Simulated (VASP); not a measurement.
The system is Fe.

```
CELL_PARAMETERS angstrom
2.37134 0.00000 0.00000
0.00000 2.37134 0.00000
0.00000 0.00000 2.37134
ATOMIC_POSITIONS crystal
Fe 0.00000 0.00000 0.00000
```

Base run:

| Quantity | Value |
| --- | --- |
| Program | VASP 6.6.1 |
| Functional | PBE |
| Potentials or basis | VASP PAW PBE potentials, release 64 (Fe) |
| Cutoff | 520 eV |
| k mesh | 22 × 22 × 22 |
| Occupations | fermi-dirac, width 0.05 eV |
| Spin | collinear spin, ferromagnetic start |
| Starting moments | [2.397] μB |

Its results: pressure -0.6 GPa; net moment 2.40 μB per cell; site moments Fe +2.38 μB.

The run is repeated on the same cell with these changes: k mesh from 22 × 22 × 22 to 15 × 15 × 15; moments at the start from [2.4] to [2.37]. What comes out?

Pressure -1.2 GPa; net moment 2.35 μB per cell; site moments Fe +2.35 μB.
